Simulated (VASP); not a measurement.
RbNaAs:

```
Rb As Na
1.0
     2.14359    3.71280    0.00000
    -2.14359    3.71280    0.00000
     0.00000    0.00000   12.56361
Rb As Na
2 2 2
Direct
  0.00000 0.00000 0.35787
  0.00000 0.00000 0.85787
  0.33333 0.33334 0.47370
  0.66667 0.66666 0.97370
  0.66667 0.66666 0.64370
  0.33333 0.33334 0.14370
```

| Property | Result |
| --- | --- |
| Program | VASP 6.6.1 |
| Task | relaxation of cell and atoms |
| Functional | PBE |
| Potentials or basis | VASP PAW PBE potentials, release 64 (Rb_sv, As, Na_pv) |
| Cutoff | 500 eV |
| k mesh | 5 × 5 × 2, shifted |
| Occupations | gaussian, width 0.161 eV |
| Spin | no spin polarisation |

At the start: pressure 5.6 GPa; volume 33.33 Å³/atom.

Task: Where does the relaxation end?

Result: Over 21 steps the energy falls by 572.5 meV/atom and the volume is 32.35 Å³/atom (-2.9 %); space group P6_3mc (No. 186, to 0.1 Å) before, P6_3/mmc (No. 194, to 0.1 Å).

Step by step:
| step | energy change (eV) | largest force (eV/Å) | pressure (GPa) | volume (Å³) |
| --- | --- | --- | --- | --- |
| 1 | 0.0000 | 2.6890 | 5.58 | 199.98 |
| 2 | -1.5818 | 1.3192 | 0.51 | 235.20 |
| 3 | -1.8292 | 0.9386 | -0.74 | 252.75 |
| 4 | -1.8022 | 0.8523 | -2.05 | 290.07 |
| 5 | -1.8863 | 0.8839 | -1.50 | 269.44 |
| 6 | -2.2530 | 0.7528 | -1.30 | 258.40 |
| 7 | -2.9342 | 0.4917 | -0.05 | 224.95 |
| 8 | -2.6658 | 0.5179 | 6.55 | 156.56 |
| 9 | -2.9638 | 0.5508 | 2.78 | 186.81 |
| 10 | -3.2249 | 0.3441 | 1.44 | 192.26 |
| 11 | -3.4063 | 0.1158 | -0.34 | 200.55 |
| 12 | -3.4073 | 0.1073 | -0.42 | 200.94 |
| 13 | -3.4180 | 0.0872 | -0.31 | 198.53 |
| 14 | -3.4322 | 0.0268 | 0.08 | 191.33 |
| 15 | -3.4329 | 0.0191 | 0.03 | 191.87 |
| 16 | -3.4333 | 0.0102 | -0.05 | 192.75 |
| 17 | -3.4339 | 0.0126 | 0.00 | 192.50 |
| 18 | -3.4340 | 0.0189 | 0.04 | 192.32 |
| 19 | -3.4344 | 0.0174 | 0.01 | 192.89 |
| 20 | -3.4348 | 0.0131 | -0.06 | 194.35 |
| 21 | -3.4350 | 0.0097 | -0.01 | 194.12 |

Final structure:
```
CELL_PARAMETERS angstrom
2.69516 4.66814 0.00000
-2.69514 4.66813 0.00000
0.00000 0.00000 7.71460
ATOMIC_POSITIONS crystal
Rb 0.00000 0.00000 0.32434
Rb 0.00000 0.00000 0.82436
As 0.33333 0.33333 0.57528
As 0.66667 0.66667 0.07529
Na 0.66667 0.66667 0.57563
Na 0.33333 0.33333 0.07564
```

Caveat: a cell axis changed by over 15 % at a fixed basis, so the end point is rough.
